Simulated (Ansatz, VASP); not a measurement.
**One calculation of Ge, two programs**

```
Ge
1.0
    -2.57987    2.57987    4.33877
     2.57987   -2.57987    4.33877
     2.57987    2.57987   -4.33877
Ge
6
Direct
  0.66669 0.66669 0.00000
  0.41669 0.91669 0.50000
  0.08331 0.58331 0.50000
  0.33331 0.33331 0.00000
  0.00000 0.00000 0.00000
  0.75000 0.25000 0.50000
```

Alike in both runs: functional PBE; k mesh 6 × 6 × 6; occupations gaussian, width 0.1 eV; no spin polarisation.

Ansatz relaxed the structure, and its values are those at the end. VASP's run is a single point on that final structure, the one shown.

|  | VASP | Ansatz |
| --- | --- | --- |
| version | VASP 6.6.1 | Ansatz 0.2.0 |
| potentials or method | VASP PAW PBE potentials, release 64 (Ge_d), cutoff 520 eV | scalar-relativistic, plane waves, PAW |
| valence electrons in the cell | 84 | 84 |

Ansatz gave:

```
gap on the k mesh at the Fermi level (eV) : none
pressure (GPa)                            : 0.1
```

Task: Which values does VASP return?

Result: gap on the k mesh at the Fermi level (eV): none; pressure (GPa): 0.2.

A gap of «none» marks a metal or a gap that the smearing closes. With one functional, cell and mesh, what is left measures potentials, basis and numerics.
